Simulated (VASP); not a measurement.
Wanted: the native input for a VASP 6.6.1 run.

* Task: single point
* Functional: PBE
* Potentials or basis: VASP PAW PBE potentials, release 64 (Ta_pv, O)
* Cutoff: 520 eV
* k mesh: 6 × 6 × 4
* Occupations: gaussian, width 0.1 eV
* Spin: no spin polarisation
* Dipole correction: no
* Further INCAR settings: ALGO = Normal; EDIFF = 1e-06; NBANDS = 33

The structure of Ta4O lies in POSCAR:

```
Ta4O
1.0
    5.0779862400      0.0000000000      0.0000000000
   -2.5389931200      4.3976650900      0.0000000000
    0.0000000000      0.0000000000      4.0223210600
Ta O
4 1
Direct
    0.4150595100      0.0000000000      0.5000000000
    0.0000000000      0.4150595100      0.5000000000
    0.5849404900      0.5849404900      0.5000000000
    0.0000000000      0.0000000000      0.5000000000
    0.0000000000      0.0000000000      0.0000000000
```

The input as run:

INCAR

```
SYSTEM = Ta4O
ALGO = Normal
EDIFF = 1E-6
ENCUT = 520
GGA = PE
ISIF = 2
ISMEAR = 0
LASPH = .True.
LCHARG = .False.
LREAL = .False.
LWAVE = .False.
NBANDS = 33
NELM = 80
PREC = Accurate
SIGMA = 0.1
```

KPOINTS

```
k-points
0
Gamma
  6 6 4
  0 0 0
```

Potentials or basis: VASP PAW PBE potentials, release 64 (Ta_pv, O).

Run with:

```sh
$ cat potpaw_PBE.64/Ta_pv/POTCAR potpaw_PBE.64/O/POTCAR > POTCAR
$ mpirun -np 1 vasp_std > vasp.out
```

Results of the run:

```yaml
Pressure: 51.7 GPa
Largest_force: 11.085 eV/Å
Band_gap_on_the_k_mesh: zero (band 25 reaches 5.10 eV, above the bottom of band 26 at 4.26 eV)
```

Caveat: the k points lie up to 0.39 Å⁻¹ apart; spin-orbit coupling is left out, which moves the levels of the heavy elements; forces of over 1 eV/Å act on the atoms, so gaps and moduli don't describe the material at rest.

Wall time 53 s on 1 thread of Intel(R) Xeon(R) Platinum 8259CL CPU @ 2.50GHz (Skylake/Cascade Lake), with other jobs on the host, peak memory 0.23 GiB.
